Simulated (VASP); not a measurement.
Input of a VASP 6.6.1 run:

Contents of INCAR:

```
PREC     = Accurate       # precision mode
ENCUT    = 520            # plane-wave cutoff, eV
EDIFF    = 1E-7           # SCF threshold, eV
ISMEAR   = 0              # smearing method
SIGMA    = 0.1            # smearing width, eV
LREAL    = False          # projectors in reciprocal space
LASPH    = True           # aspherical terms in the spheres
NELM     = 80             # most SCF steps
ALGO     = Fast           # electronic algorithm
ISIF     = 2              # what is computed and relaxed
LWAVE    = False          # write WAVECAR
LCHARG   = False          # write CHGCAR
GGA      = PE             # functional
NBANDS   = 11             # bands
```

The input KPOINTS:

```
regular mesh
0
Gamma
  12 12 12
```

POSCAR

```
Pd
1.0
   -1.5722810000      1.5722810000      1.5722810000
    1.5722810000     -1.5722810000      1.5722810000
    1.5722810000      1.5722810000     -1.5722810000
Pd
1
Direct
    0.0000000000      0.0000000000      0.0000000000
```

Potentials or basis: VASP PAW PBE potentials, release 64 (Pd).

Run with:

```console
$ cat potpaw_PBE.64/Pd/POTCAR > POTCAR
$ mpirun -np 1 vasp_std > vasp.out
```

**Question.** What does it give for the band gap on the k mesh?

**Answer.** Zero (band 5 reaches 9.47 eV, above the bottom of band 6 at 7.93 eV).

**Question.** Predict the pressure.

**Answer.** -1.4 GPa.
